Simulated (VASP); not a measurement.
# Pd (Pm-3n) in VASP: a series of runs

The runs below take Pd through single point, with r2SCAN.

Everything below comes from runs of VASP 6.6.1. Logs are shortened: lines on timing, memory, paths and dates and some standing lists are left out, and cuts for length are marked.

## 1. The cell of the first run

The structure is cubic, space group Pm-3n (No. 223). The conventional cell has a = 4.958 Å, b = 4.958 Å, c = 4.958 Å, α = 90.00°, β = 90.00°, γ = 90.00°. Pd (site symmetry m-3) has 12 Pd at 2.77 Å within 3.7 Å. Pd (site symmetry -4m2) has 14 Pd at 2.48 to 3.04 Å within 3.3 Å.

## 2. Single point, r2SCAN

File POSCAR:

```
Pd
1.0
    4.9575973867      0.0000000000      0.0000000000
    0.0000000000      4.9575973867      0.0000000000
    0.0000000000      0.0000000000      4.9575973867
Pd
8
Direct
    0.5000000000      0.5000000000      0.5000000000
    0.0000000000      0.0000000000      0.0000000000
    0.2500000000      0.0000000000      0.5000000000
    0.5000000000      0.2500000000      0.0000000000
    0.5000000000      0.7500000000      0.0000000000
    0.7500000000      0.0000000000      0.5000000000
    0.0000000000      0.5000000000      0.7500000000
    0.0000000000      0.5000000000      0.2500000000
```

File INCAR.step1:

```
PREC     = Accurate       # precision mode
ENCUT    = 520            # plane-wave cutoff, eV
ISMEAR   = 0              # smearing method
SIGMA    = 0.1            # smearing width, eV
LREAL    = False          # projectors in reciprocal space
LASPH    = True           # aspherical terms in the spheres
NELM     = 100            # most SCF steps
NBANDS   = 50             # bands
GGA      = PE             # functional
ALGO     = Normal         # electronic algorithm
EDIFF    = 1E-4           # SCF threshold, eV
LWAVE    = True           # write WAVECAR
LCHARG   = False          # write CHGCAR
```

File INCAR.step2:

```
PREC     = Accurate       # precision mode
ENCUT    = 520            # plane-wave cutoff, eV
EDIFF    = 1E-6           # SCF threshold, eV
ISMEAR   = 0              # smearing method
SIGMA    = 0.1            # smearing width, eV
LREAL    = False          # projectors in reciprocal space
LASPH    = True           # aspherical terms in the spheres
NELM     = 100            # most SCF steps
ALGO     = Normal         # electronic algorithm
ISIF     = 2              # what is computed and relaxed
LWAVE    = False          # write WAVECAR
LCHARG   = True           # write CHGCAR
METAGGA  = R2SCAN         # meta-GGA
LMIXTAU  = True         
LELF     = True           # ELF
LVHAR    = True         
NBANDS   = 50             # bands
ISTART   = 1
```

File KPOINTS:

```
Automatic mesh
0
Gamma
  4 4 4
```

Potentials or basis: VASP PAW PBE potentials, release 64 (Pd).

Started as:

```sh
$ cat potpaw_PBE.64/Pd/POTCAR > POTCAR
$ cp INCAR.step1 INCAR
$ mpirun -np 1 vasp_std > vasp.out
$ cp INCAR.step2 INCAR
$ mpirun -np 1 vasp_std > vasp.out
```

OUTCAR:

```text
PREC = Accurate
   ENCUT = 520
   EDIFF = 1E-6
   ISMEAR = 0
   LREAL = False
   LASPH = True
   NELM = 100
   ISIF = 2
   METAGGA = R2SCAN
   ISTART = 1

 ion  position               nearest neighbor table
   1  0.500  0.500  0.500-   3 2.77   4 2.77   5 2.77   6 2.77   7 2.77   8 2.77   4 2.77   5 2.77
                             3 2.77   6 2.77   7 2.77   8 2.77
   2  0.000  0.000  0.000-   3 2.77   4 2.77   5 2.77   6 2.77   7 2.77   8 2.77   3 2.77   6 2.77
                             7 2.77   8 2.77   4 2.77   5 2.77
   3  0.250  0.000  0.500-   6 2.48   6 2.48   1 2.77   2 2.77   1 2.77   2 2.77   8 3.04   5 3.04
                             4 3.04   5 3.04   4 3.04   7 3.04   8 3.04   7 3.04
   4  0.500  0.250  0.000-   5 2.48   5 2.48   1 2.77   1 2.77   2 2.77   2 2.77   8 3.04   3 3.04
                             3 3.04   6 3.04   6 3.04   7 3.04   7 3.04   8 3.04
   5  0.500  0.750  0.000-   4 2.48   4 2.48   1 2.77   1 2.77   2 2.77   2 2.77   8 3.04   3 3.04
                             3 3.04   6 3.04   6 3.04   7 3.04   7 3.04   8 3.04
   6  0.750  0.000  0.500-   3 2.48   3 2.48   1 2.77   2 2.77   1 2.77   2 2.77   8 3.04   4 3.04
                             4 3.04   5 3.04   5 3.04   7 3.04   8 3.04   7 3.04
   7  0.000  0.500  0.750-   8 2.48   8 2.48   1 2.77   2 2.77   2 2.77   1 2.77   3 3.04   4 3.04
                             5 3.04   3 3.04   6 3.04   6 3.04   4 3.04   5 3.04
   8  0.000  0.500  0.250-   7 2.48   7 2.48   1 2.77   2 2.77   2 2.77   1 2.77   3 3.04   4 3.04
                             5 3.04   3 3.04   6 3.04   6 3.04   4 3.04   5 3.04

  LATTYP: Found a simple cubic cell.
 ALAT       =     4.9575973867

  Lattice vectors:

 A1 = (   4.9575973867,   0.0000000000,   0.0000000000)
 A2 = (   0.0000000000,   4.9575973867,   0.0000000000)
 A3 = (   0.0000000000,   0.0000000000,   4.9575973867)

Analysis of symmetry for initial positions (statically):
=====================================================================
 Subroutine PRICEL returns:
 Original cell was already a primitive cell.

 Routine SETGRP: Setting up the symmetry group for a
 simple cubic supercell.

 Subroutine GETGRP returns: Found 48 space group operations
 (whereof 24 operations were pure point group operations)
 out of a pool of 48 trial point group operations.

The static configuration has the point symmetry T_h .
 The point group associated with its full space group is O_h .

Analysis of symmetry for dynamics (positions and initial velocities):
=====================================================================
 Subroutine PRICEL returns:
 Original cell was already a primitive cell.

 Routine SETGRP: Setting up the symmetry group for a
 simple cubic supercell.

 Subroutine GETGRP returns: Found 48 space group operations
 (whereof 24 operations were pure point group operations)
 out of a pool of 48 trial point group operations.

The dynamic configuration has the point symmetry T_h .
 The point group associated with its full space group is O_h .

 Subroutine INISYM returns: Found 48 space group operations
 (whereof 24 operations are pure point group operations),
 and found     1 'primitive' translations

----------------------------------------------------------------------------------------

                                     Primitive cell

  volume of cell :     121.8467

  direct lattice vectors                    reciprocal lattice vectors
     4.957597387  0.000000000  0.000000000     0.201710611  0.000000000  0.000000000
     0.000000000  4.957597387  0.000000000     0.000000000  0.201710611  0.000000000
     0.000000000  0.000000000  4.957597387     0.000000000  0.000000000  0.201710611

  length of vectors
     4.957597387  4.957597387  4.957597387     0.201710611  0.201710611  0.201710611

  position of ions in fractional coordinates (direct lattice)
     0.500000000  0.500000000  0.500000000
     0.000000000  0.000000000  0.000000000
     0.250000000  0.000000000  0.500000000
     0.500000000  0.250000000  0.000000000
     0.500000000  0.750000000  0.000000000
     0.750000000  0.000000000  0.500000000
     0.000000000  0.500000000  0.750000000
     0.000000000  0.500000000  0.250000000

  ion indices of the primitive-cell ions
   primitive index   ion index
                 1           1
                 2           2
                 3           3
                 4           4
                 5           5
                 6           6
                 7           7
                 8           8

----------------------------------------------------------------------------------------

 KPOINTS: Automatic mesh

Automatic generation of k-mesh.
 Grid dimensions read from file:
 generate k-points for:    4    4    4

 Generating k-lattice:

  Cartesian coordinates                     Fractional coordinates (reciprocal lattice)
     0.050427653  0.000000000  0.000000000     0.250000000  0.000000000  0.000000000
     0.000000000  0.050427653  0.000000000     0.000000000  0.250000000  0.000000000
     0.000000000  0.000000000  0.050427653     0.000000000  0.000000000  0.250000000

  Length of vectors
     0.050427653  0.050427653  0.050427653

  Shift w.r.t. Gamma in fractional coordinates (k-lattice)
     0.000000000  0.000000000  0.000000000

 Subroutine IBZKPT returns following result:
 ===========================================

 Found     10 irreducible k-points:

 Following reciprocal coordinates:
            Coordinates               Weight
  0.000000  0.000000  0.000000      1.000000
  0.250000  0.000000  0.000000      6.000000
  0.500000  0.000000  0.000000      3.000000
  0.250000  0.250000  0.000000     12.000000
  0.500000  0.250000  0.000000     12.000000
  0.500000  0.500000  0.000000      3.000000
  0.250000  0.250000  0.250000      8.000000
  0.500000  0.250000  0.250000     12.000000
  0.500000  0.500000  0.250000      6.000000
  0.500000  0.500000  0.500000      1.000000
   k-points           NKPTS =     10   k-points in BZ     NKDIM =     10   number of bands    NBANDS=     50
   number of dos      NEDOS =    301   number of ions     NIONS =      8
   total plane-waves  NPLWV =  64000
   dimension x,y,z NGX =    40 NGY =   40 NGZ =   40
   dimension x,y,z NGXF=    80 NGYF=   80 NGZF=   80
   ions per type =               8
   NGX,Y,Z   is equivalent  to a cutoff of  13.41, 13.41, 13.41 a.u.
   NGXF,Y,Z  is equivalent  to a cutoff of  26.83, 26.83, 26.83 a.u.
 SYSTEM =  unknown system
   PREC   = accura    normal or accurate (medium, high low for compatibility)
   ISTART =      1    job   : 0-new  1-cont  2-samecut
   ICHARG =      0    charge: 1-file 2-atom 10-const
   ISPIN  =      1    spin polarized calculation?
   LNONCOLLINEAR =      F non collinear calculations
   LSORBIT =      F    spin-orbit coupling
   LASPH  =      T    aspherical Exc in radial PAW
   ENCUT  =  520.0 eV  38.22 Ry    6.18 a.u.   9.22  9.22  9.22*2*pi/ulx,y,z
   NELM   =    100;   NELMIN=  2; NELMDL=  0     # of ELM steps
   EDIFF  = 0.1E-05   stopping-criterion for ELM
   LREAL  =      F    real-space projection
   EDIFFG = 0.1E-04   stopping-criterion for IOM
   NSW    =      0    number of steps for IOM
   IBRION =     -1    ionic relax: 0-MD 1-quasi-New 2-CG
   NFREE  =      0    steps in history (QN), initial steepest desc. (CG)
   ISIF   =      2    stress and relaxation
   ISYM   =      2    0-nonsym 1-usesym 2-fastsym
   POTIM  = 0.5000    time-step for ionic-motion
   TEBEG  =    0.0;   TEEND  =   0.0 temperature during run
   PSTRESS=    0.0 pullay stress
   NELECT =      80.0000    total number of electrons
   NUPDOWN=      -1.0000    fix difference up-down
   EMIN   =  10.00;   EMAX   =-10.00  energy-range for DOS
   EFERMI =   0.00;   METHOD = LEGACY
   ISMEAR =     0;   SIGMA  =   0.10  broadening in eV -4-tet -1-fermi 0-gaus
   EFERMI_NEDOS =   21; number of points for ismear=-14 and -15
   IALGO  =     38    algorithm
   IMIX   =      4    mixing-type and parameters
     AMIX     =   0.40;   BMIX     =  1.00
     AMIX_MAG =   1.60;   BMIX_MAG =  1.00
  volume/ion in A,a.u.               =      15.23       102.78
  Fermi-wavevector in a.u.,A,eV,Ry     =   1.422876  2.688845 27.546011  2.024575
  Thomas-Fermi vector in A             =   2.543533
   LORBIT       =      0    0 simple, 1 ext, 2 COOP (PROOUT), +10 PAW based schemes
   METAGGA = R2SCAN    functional components
   LHFCALC =     F    Hartree Fock is set to
   AEXX    =    0.0000 exact exchange contribution
   IVDW    =     0    specifies the selected vdW correction
   LEPSILON=     F    determine dielectric tensor
   LRPA    =     F    only Hartree local field effects (RPA)
 non-spin polarized calculation
 Gauss-broadening in eV      SIGMA  =   0.10
  energy-cutoff  :      520.00
  volume of cell :      121.85
 maximum number of plane-waves:      3328
 NGX is ok and might be reduce to    40
   NGX = 19   NGY = 19   NGZ = 19

 number of electron      80.0000022 magnetization

 Free energy of the ion-electron system (eV)
  ---------------------------------------------------
  ext. energy  EPLUGINS =         0.00000000
  ---------------------------------------------------
  free energy    TOTEN  =      -182.56474414 eV

  energy without entropy =     -182.50284711  energy(sigma->0) =     -182.53379562

 E-fermi :   9.0791     XC(G=0): -13.8647

 val. band max:        9.0620416816   @ k =   0.5000   0.5000   0.0000
 cond. band min:       9.1009233753   @ k =   0.5000   0.0000   0.0000
 fundamental gap:      0.0388816937
 Fermi energy:         9.0790863728

 k-point     1 :       0.0000    0.0000    0.0000
  band No.  band energies     occupation
      1       2.1567      2.00000
      2       3.7152      2.00000
      3       3.7152      2.00000
      4       4.4880      2.00000
      5       4.5712      2.00000
      6       4.5712      2.00000
[... 42 lines left out ...]
     49      18.8533      0.00000
     50      18.8783      0.00000
[... 475 lines left out ...]
     49      23.2455      0.00000
     50      23.2455      0.00000

------------------------ aborting loop because EDIFF is reached ----------------------------------------

  FORCE on cell =-STRESS in cart. coord.  units (eV):
  Direction    XX          YY          ZZ          XY          YZ          ZX
  --------------------------------------------------------------------------------------
  -------------------------------------------------------------------------------------
  Total        1.4292808      1.4292808      1.4292808     -0.0000000     -0.0000000      0.0000000
  in kB       18.7937899     18.7937899     18.7937899     -0.0000000     -0.0000000      0.0000000
  external PRESSURE =      18.7937899 kB  Pullay stress =       0.0000000 kB

 VOLUME and BASIS-vectors are now :
 -----------------------------------------------------------------------------
  energy-cutoff  :      520.00
  volume of cell :      121.85
      direct lattice vectors                 reciprocal lattice vectors
     4.957597387  0.000000000  0.000000000     0.201710611  0.000000000  0.000000000
     0.000000000  4.957597387  0.000000000     0.000000000  0.201710611  0.000000000
     0.000000000  0.000000000  4.957597387     0.000000000  0.000000000  0.201710611

 POSITION                                       TOTAL-FORCE (eV/Angst)
 -----------------------------------------------------------------------------------
      2.47880      2.47880      2.47880         0.000000      0.000000     -0.000000
      0.00000      0.00000      0.00000         0.000000      0.000000     -0.000000
      1.23940      0.00000      2.47880        -0.000000     -0.000000      0.000000
      2.47880      1.23940      0.00000         0.000000     -0.000000      0.000000
      2.47880      3.71820      0.00000         0.000000      0.000000      0.000000
      3.71820      0.00000      2.47880         0.000000      0.000000     -0.000000
      0.00000      2.47880      3.71820         0.000000      0.000000      0.000000
      0.00000      2.47880      1.23940        -0.000000     -0.000000     -0.000000
 -----------------------------------------------------------------------------------
    total drift:                               -0.000000     -0.000000      0.000000

  FREE ENERGIE OF THE ION-ELECTRON SYSTEM (eV)
  ---------------------------------------------------
  free  energy   TOTEN  =      -182.5647441372 eV

  energy  without entropy=     -182.5028471109  energy(sigma->0) =     -182.53379562
```

It took 1.9 min on 1 thread of Intel Xeon 6975P-C (Granite Rapids), shared host; peak memory 0.26 GiB.

Results:

```
Free energy            : -182.5647 eV
Pressure               : 1.9 GPa
Band gap on the k mesh : zero (band 40 reaches 9.18 eV, above the bottom of band 41 at 8.89 eV)
```

Caveat: the PAW data sets were made with another functional, which shifts forces and pressure a little.

## 3. Single point, r2SCAN

This run uses another cell than the first one, of 15.33 Å³/atom, 1.007 times its volume.

POSCAR: that of step 2 with these lines changed.

```diff
@@ -2,5 +2,5 @@
 1.0
-    4.9575973867      0.0000000000      0.0000000000
-    0.0000000000      4.9575973867      0.0000000000
-    0.0000000000      0.0000000000      4.9575973867
+    4.9685667303      0.0000000000      0.0000000000
+    0.0000000000      4.9685667303      0.0000000000
+    0.0000000000      0.0000000000      4.9685667303
 Pd
```

File INCAR.step1:

```
SYSTEM = Pd
  PREC = Accurate
  ENCUT = 520
  ISMEAR = 0
  SIGMA = 0.1
  LREAL = .False.
  LASPH = .True.
  NELM = 100
  NBANDS = 50
  GGA = PE
  ALGO = Normal
  EDIFF = 1E-4
  LWAVE = .True.
  LCHARG = .False.
```

File INCAR.step2:

```
SYSTEM = Pd
  PREC = Accurate
  ENCUT = 520
  EDIFF = 1E-6
  ISMEAR = 0
  SIGMA = 0.1
  LREAL = .False.
  LASPH = .True.
  NELM = 100
  ALGO = Normal
  ISIF = 2
  LWAVE = .False.
  LCHARG = .False.
  METAGGA = R2SCAN
  LMIXTAU = .True.
  NBANDS = 50
  ISTART = 1
```

File KPOINTS:

```
regular mesh
0
Gamma
  8 8 8
  0 0 0
```

Potentials or basis: VASP PAW PBE potentials, release 64 (Pd).

Started as:

```sh
$ cat potpaw_PBE.64/Pd/POTCAR > POTCAR
$ cp INCAR.step1 INCAR
$ mpirun -np 1 vasp_std > vasp.out
$ cp INCAR.step2 INCAR
$ mpirun -np 1 vasp_std > vasp.out
```

Run time: 5.5 min. Hardware: 1 thread of Intel Xeon 6975P-C (Granite Rapids), shared host; peak memory 0.34 GiB.

It converged, with:

- Free energy: -182.6148 eV
- Pressure: 0.5 GPa
- Band gap on the k mesh: zero (band 40 reaches 9.06 eV, above the bottom of band 41 at 8.77 eV)

Levels at points of the mesh, in eV from the Fermi level:
```csv
k point,band 37,band 38,band 39,band 40,band 41,band 42,band 43,band 44
"(0.00, 0.00, 0.00)",-0.23,-0.23,0.05,0.05,0.05,2.71,2.71,2.71
"(0.50, 0.00, 0.00)",-0.48,-0.48,0.02,0.02,0.54,0.54,3.48,3.48
"(0.50, 0.50, 0.00)",-0.41,-0.13,-0.13,0.00,0.07,0.37,0.37,0.67
"(0.50, 0.50, 0.50)",-0.36,-0.36,-0.36,-0.36,1.37,1.37,1.37,1.37
```

Caveat: the PAW data sets were made with another functional, which shifts forces and pressure a little.
